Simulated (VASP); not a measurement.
# Ta (Im-3m) in VASP: notebook

Ta is run at these levels: revPBE; tasks: single point, relaxation of cell and atoms.

All numbers are computed with VASP 6.6.1; they aren't measurements. Logs are shortened: lines on timing, memory, paths and dates and some standing lists are left out, and cuts for length are marked.

## Step 1: The cell of the first run

The structure is cubic, space group Im-3m (No. 229). Conventional cell: a = 3.335 Å, b = 3.335 Å, c = 3.335 Å, α = 90.00°, β = 90.00°, γ = 90.00°. Within 3.8 Å of Ta (site symmetry m-3m) lie 14 Ta at 2.89 to 3.34 Å.

## Step 2: Single point, revPBE

Input file INCAR:

```
SYSTEM = Ta
ALGO = Normal
EDIFF = 1E-7
ENCUT = 520
GGA = RE
ISIF = 2
ISMEAR = -1
LASPH = .TRUE.
LCHARG = .TRUE.
LELF = .TRUE.
LREAL = .FALSE.
LVHAR = .TRUE.
LWAVE = .FALSE.
NBANDS = 12
NELM = 60
PREC = Accurate
SIGMA = 0.1
```

Input file KPOINTS:

```
k-points
0
G
  13 13 13
  0 0 0
```

Input file POSCAR:

```
Ta
1.0
   -1.6676110176      1.6676110176      1.6676110176
    1.6676110176     -1.6676110176      1.6676110176
    1.6676110176      1.6676110176     -1.6676110176
Ta
1
Direct
    0.0000000000      0.0000000000      0.0000000000
```

Potentials or basis: VASP PAW PBE potentials, release 64 (Ta_pv).

On the command line:

```bash
$ cat potpaw_PBE.64/Ta_pv/POTCAR > POTCAR
$ mpirun -np 1 vasp_std > vasp.out
```

OUTCAR:

```text
SYSTEM = Ta
   EDIFF = 1E-7
   ENCUT = 520
   GGA = RE
   ISIF = 2
   ISMEAR = -1
   LASPH = .TRUE.
   LREAL = .FALSE.
   NELM = 60
   PREC = Accurate

 ion  position               nearest neighbor table
   1  0.000  0.000  0.000-

  LATTYP: Found a body centered cubic cell.
 ALAT       =     3.3352220352

  Lattice vectors:

 A1 = (  -1.6676110176,   1.6676110176,   1.6676110176)
 A2 = (   1.6676110176,  -1.6676110176,   1.6676110176)
 A3 = (   1.6676110176,   1.6676110176,  -1.6676110176)

Analysis of symmetry for initial positions (statically):
=====================================================================
 Subroutine PRICEL returns:
 Original cell was already a primitive cell.

 Routine SETGRP: Setting up the symmetry group for a
 body centered cubic supercell.

 Subroutine GETGRP returns: Found 48 space group operations
 (whereof 48 operations were pure point group operations)
 out of a pool of 48 trial point group operations.

The static configuration has the point symmetry O_h .

Analysis of symmetry for dynamics (positions and initial velocities):
=====================================================================
 Subroutine PRICEL returns:
 Original cell was already a primitive cell.

 Routine SETGRP: Setting up the symmetry group for a
 body centered cubic supercell.

 Subroutine GETGRP returns: Found 48 space group operations
 (whereof 48 operations were pure point group operations)
 out of a pool of 48 trial point group operations.

The dynamic configuration has the point symmetry O_h .

 Subroutine INISYM returns: Found 48 space group operations
 (whereof 48 operations are pure point group operations),
 and found     1 'primitive' translations

----------------------------------------------------------------------------------------

                                     Primitive cell

  volume of cell :      18.5500

  direct lattice vectors                    reciprocal lattice vectors
    -1.667611018  1.667611018  1.667611018     0.000000000  0.299830113  0.299830113
     1.667611018 -1.667611018  1.667611018     0.299830113  0.000000000  0.299830113
     1.667611018  1.667611018 -1.667611018     0.299830113  0.299830113  0.000000000

  length of vectors
     2.888387010  2.888387010  2.888387010     0.424023812  0.424023812  0.424023812

  position of ions in fractional coordinates (direct lattice)
     0.000000000  0.000000000  0.000000000

  ion indices of the primitive-cell ions
   primitive index   ion index
                 1           1

----------------------------------------------------------------------------------------

 KPOINTS: k-points

Automatic generation of k-mesh.
 Grid dimensions read from file:
 generate k-points for:   13   13   13

 Generating k-lattice:

  Cartesian coordinates                     Fractional coordinates (reciprocal lattice)
     0.000000000  0.023063855  0.023063855     0.076923077  0.000000000  0.000000000
     0.023063855  0.000000000  0.023063855     0.000000000  0.076923077  0.000000000
     0.023063855  0.023063855  0.000000000     0.000000000  0.000000000  0.076923077

  Length of vectors
     0.032617216  0.032617216  0.032617216

  Shift w.r.t. Gamma in fractional coordinates (k-lattice)
     0.000000000  0.000000000  0.000000000

 Subroutine IBZKPT returns following result:
 ===========================================

 Found     84 irreducible k-points:

 Following reciprocal coordinates:
            Coordinates               Weight
  0.000000  0.000000  0.000000      1.000000
  0.076923  0.000000  0.000000     12.000000
  0.153846  0.000000  0.000000     12.000000
  0.230769  0.000000  0.000000     12.000000
  0.307692  0.000000  0.000000     12.000000
  0.384615  0.000000  0.000000     12.000000
[... 16 lines left out ...]
  0.153846  0.076923  0.076923     24.000000
  0.230769  0.076923  0.076923     24.000000
 [... further k-points ...]
   k-points           NKPTS =     84   k-points in BZ     NKDIM =     84   number of bands    NBANDS=     12
   number of dos      NEDOS =    301   number of ions     NIONS =      1
   total plane-waves  NPLWV =  13824
   dimension x,y,z NGX =    24 NGY =   24 NGZ =   24
   dimension x,y,z NGXF=    48 NGYF=   48 NGZF=   48
   ions per type =               1
   NGX,Y,Z   is equivalent  to a cutoff of  13.81, 13.81, 13.81 a.u.
   NGXF,Y,Z  is equivalent  to a cutoff of  27.63, 27.63, 27.63 a.u.
 SYSTEM =  Ta
   PREC   = accura    normal or accurate (medium, high low for compatibility)
   ISTART =      0    job   : 0-new  1-cont  2-samecut
   ICHARG =      2    charge: 1-file 2-atom 10-const
   ISPIN  =      1    spin polarized calculation?
   LNONCOLLINEAR =      F non collinear calculations
   LSORBIT =      F    spin-orbit coupling
   LASPH  =      T    aspherical Exc in radial PAW
   ENCUT  =  520.0 eV  38.22 Ry    6.18 a.u.   5.37  5.37  5.37*2*pi/ulx,y,z
   NELM   =     60;   NELMIN=  2; NELMDL= -5     # of ELM steps
   EDIFF  = 0.1E-06   stopping-criterion for ELM
   LREAL  =      F    real-space projection
   EDIFFG = 0.1E-05   stopping-criterion for IOM
   NSW    =      0    number of steps for IOM
   IBRION =     -1    ionic relax: 0-MD 1-quasi-New 2-CG
   NFREE  =      0    steps in history (QN), initial steepest desc. (CG)
   ISIF   =      2    stress and relaxation
   ISYM   =      2    0-nonsym 1-usesym 2-fastsym
   POTIM  = 0.5000    time-step for ionic-motion
   TEBEG  =    0.0;   TEEND  =   0.0 temperature during run
   PSTRESS=    0.0 pullay stress
   NELECT =      11.0000    total number of electrons
   NUPDOWN=      -1.0000    fix difference up-down
   EMIN   =  10.00;   EMAX   =-10.00  energy-range for DOS
   EFERMI =   0.00;   METHOD = LEGACY
   ISMEAR =    -1;   SIGMA  =   0.10  broadening in eV -4-tet -1-fermi 0-gaus
   EFERMI_NEDOS =   21; number of points for ismear=-14 and -15
   IALGO  =     38    algorithm
   IMIX   =      4    mixing-type and parameters
     AMIX     =   0.40;   BMIX     =  1.00
     AMIX_MAG =   1.60;   BMIX_MAG =  1.00
  volume/ion in A,a.u.               =      18.55       125.18
  Fermi-wavevector in a.u.,A,eV,Ry     =   1.375385  2.599101 25.737925  1.891684
  Thomas-Fermi vector in A             =   2.500726
   LORBIT       =      0    0 simple, 1 ext, 2 COOP (PROOUT), +10 PAW based schemes
   GGA     = RE    functional components
   LHFCALC =     F    Hartree Fock is set to
   AEXX    =    0.0000 exact exchange contribution
   IVDW    =     0    specifies the selected vdW correction
   LEPSILON=     F    determine dielectric tensor
   LRPA    =     F    only Hartree local field effects (RPA)
 non-spin polarized calculation
  energy-cutoff  :      520.00
  volume of cell :       18.55
 maximum number of plane-waves:       531
 NGX is ok and might be reduce to    24
   NGX = 11   NGY = 11   NGZ = 11

 number of electron      10.9999999 magnetization

 Free energy of the ion-electron system (eV)
  ---------------------------------------------------
  ext. energy  EPLUGINS =         0.00000000
  ---------------------------------------------------
  free energy    TOTEN  =       -11.43724908 eV

  energy without entropy =      -11.39283200  energy(sigma->0) =      -11.41504054

 E-fermi :   5.3205     XC(G=0): -12.4297

 val. band max:        5.2890363233   @ k =  -0.3846   0.4615   0.1538
 cond. band min:       5.3360301875   @ k =   0.2308   0.0000   0.0000
 fundamental gap:      0.0469938643
 Fermi energy:         5.3204731143

 k-point     1 :       0.0000    0.0000    0.0000
  band No.  band energies     occupation
      1     -27.8987      2.00000
      2     -27.8987      2.00000
      3     -27.8987      2.00000
      4      -2.4866      2.00000
      5       6.0596      0.00123
      6       6.0596      0.00123
      7       6.0596      0.00123
      8       9.2331      0.00000
      9       9.2331      0.00000
     10      19.9505      0.00000
     11      20.1601      0.00000
     12      20.1601      0.00000

 k-point     2 :       0.0769    0.0000    0.0000
  band No.  band energies     occupation
      1     -27.9643      2.00000
      2     -27.9191      2.00000
      3     -27.8990      2.00000
      4      -2.2330      2.00000
      5       5.8963      0.00629
      6       6.0077      0.00207
      7       6.3083      0.00010
      8       8.9811      0.00000
      9       9.2347      0.00000
     10      19.9504      0.00000
     11      20.3816      0.00000
     12      20.6068      0.00000

 k-point     3 :       0.1538    0.0000    0.0000
  band No.  band energies     occupation
      1     -28.1427      2.00000
      2     -27.9751      2.00000
      3     -27.8999      2.00000
      4      -1.5210      2.00000
      5       5.4771      0.34561
      6       5.7625      0.02378
      7       7.0396      0.00000
      8       8.6121      0.00000
      9       9.2637      0.00000
     10      19.9501      0.00000
     11      20.7929      0.00000
     12      21.8682      0.00000
[... 286 lines left out ...]
 k-point    23 :       0.1538    0.0769    0.0769
  band No.  band energies     occupation
      1     -28.4668      2.00000
      2     -28.0276      2.00000
      3     -27.9505      2.00000
      4      -0.0898      2.00000
      5       4.7366      1.99419
      6       4.8369      1.98425
      7       8.8581      0.00000
      8       9.1304      0.00000
      9       9.3217      0.00000
     10      19.9483      0.00000
     11      21.1346      0.00000
     12      21.9014      0.00000

 k-point    24 :       0.2308    0.0769    0.0769
  band No.  band energies     occupation
      1     -28.6593      2.00000
      2     -28.1319      2.00000
      3     -27.9565      2.00000
      4       0.9164      2.00000
      5       4.2899      1.99993
      6       4.6667      1.99711
      7       9.0371      0.00000
      8       9.6364      0.00000
      9      10.6954      0.00000
     10      19.7230      0.00000
     11      19.7709      0.00000
     12      19.9840      0.00000

 [... further k-points ...]

------------------------ aborting loop because EDIFF is reached ----------------------------------------

  FORCE on cell =-STRESS in cart. coord.  units (eV):
  Direction    XX          YY          ZZ          XY          YZ          ZX
  --------------------------------------------------------------------------------------
  -------------------------------------------------------------------------------------
  Total        0.0081631      0.0081631      0.0081631     -0.0000000     -0.0000000     -0.0000000
  in kB        0.7050535      0.7050535      0.7050535     -0.0000000     -0.0000000     -0.0000000
  external PRESSURE =       0.7050535 kB  Pullay stress =       0.0000000 kB

 VOLUME and BASIS-vectors are now :
 -----------------------------------------------------------------------------
  energy-cutoff  :      520.00
  volume of cell :       18.55
      direct lattice vectors                 reciprocal lattice vectors
    -1.667611018  1.667611018  1.667611018     0.000000000  0.299830113  0.299830113
     1.667611018 -1.667611018  1.667611018     0.299830113  0.000000000  0.299830113
     1.667611018  1.667611018 -1.667611018     0.299830113  0.299830113  0.000000000

 POSITION                                       TOTAL-FORCE (eV/Angst)
 -----------------------------------------------------------------------------------
      0.00000      0.00000      0.00000         0.000000      0.000000      0.000000
 -----------------------------------------------------------------------------------
    total drift:                                0.000000      0.000000     -0.000000

  FREE ENERGIE OF THE ION-ELECTRON SYSTEM (eV)
  ---------------------------------------------------
  free  energy   TOTEN  =       -11.4372490757 eV

  energy  without entropy=      -11.3928320024  energy(sigma->0) =      -11.41504054
```

It took 17 s on 1 thread of Intel Xeon 8259CL, shared host; peak memory 0.15 GiB.

Results:

* Free energy: -11.4372 eV
* Pressure: 0.1 GPa
* Band gap on the k mesh: zero (an odd number of electrons rules out a gap without spin polarisation)

Caveat: the PAW data sets were made with another functional, which shifts forces and pressure a little; spin-orbit coupling is left out, which moves the levels of the heavy elements.

## Step 3: Relaxation of cell and atoms, revPBE

This run uses another cell than the first one, of 18.06 Å³/atom.

Input file INCAR:

```
SYSTEM = Ta
ALGO = Normal
EDIFF = 1E-7
EDIFFG = -0.01
ENCUT = 600
GGA = RE
IBRION = 2
ISIF = 3
ISMEAR = -1
LASPH = .TRUE.
LCHARG = .FALSE.
LREAL = .FALSE.
LWAVE = .FALSE.
NELM = 60
NSW = 80
PREC = Accurate
SIGMA = 0.1
```

KPOINTS is that of step 2.

Input file POSCAR:

```
Ta
1.0
   -1.6529000000      1.6529000000      1.6529000000
    1.6529000000     -1.6529000000      1.6529000000
    1.6529000000      1.6529000000     -1.6529000000
Ta
1
Direct
    0.0000000000      0.0000000000      0.0000000000
```

Potentials or basis: VASP PAW PBE potentials, release 64 (Ta_pv).

On the command line:

```bash
$ cat potpaw_PBE.64/Ta_pv/POTCAR > POTCAR
$ mpirun -np 1 vasp_std > vasp.out
```

It took 40 s on 1 thread of Intel Xeon 8259CL, shared host; peak memory 0.16 GiB.

Results (log left out):

```yaml
Free_energy: -11.4376 eV
Relaxed_volume: 18.56 Å³/atom
Relaxed_cell: a = 2.889 Å, b = 2.889 Å, c = 2.889 Å, α = 109.47°, β = 109.47°, γ = 109.47°
Space_group_after_relaxing_to_0.1_Å: Im-3m (No. 229)
Energy_gained_by_relaxing: 8.3 meV/atom
Ionic_steps: 4
Pressure_after_relaxing: 0.0 GPa
Band_gap_on_the_k_mesh: zero (an odd number of electrons rules out a gap without spin polarisation)
```

Step by step:
| step | energy change (eV) | largest force (eV/Å) | pressure (GPa) | volume (Å³) |
| --- | --- | --- | --- | --- |
| 1 | 0.0000 | 0.0000 | 5.48 | 18.06 |
| 2 | 0.0316 | 0.0000 | -10.41 | 19.73 |
| 3 | -0.0083 | 0.0000 | -0.10 | 18.57 |
| 4 | -0.0083 | 0.0000 | 0.00 | 18.56 |

Final structure:
```
Ta
1.0
    -1.66788    1.66788    1.66788
     1.66788   -1.66788    1.66788
     1.66788    1.66788   -1.66788
Ta
1
Direct
  0.00000 0.00000 0.00000
```

Levels at points of the mesh, in eV from the Fermi level:
```csv
k point,band 1,band 2,band 3,band 4,band 5,band 6,band 7,band 8,band 9
"(0.00, 0.00, 0.00)",-33.22,-33.22,-33.22,-7.81,0.74,0.74,0.74,3.91,3.91
```

Caveat: the PAW data sets were made with another functional, which shifts forces and pressure a little; spin-orbit coupling is left out, which moves the levels of the heavy elements.
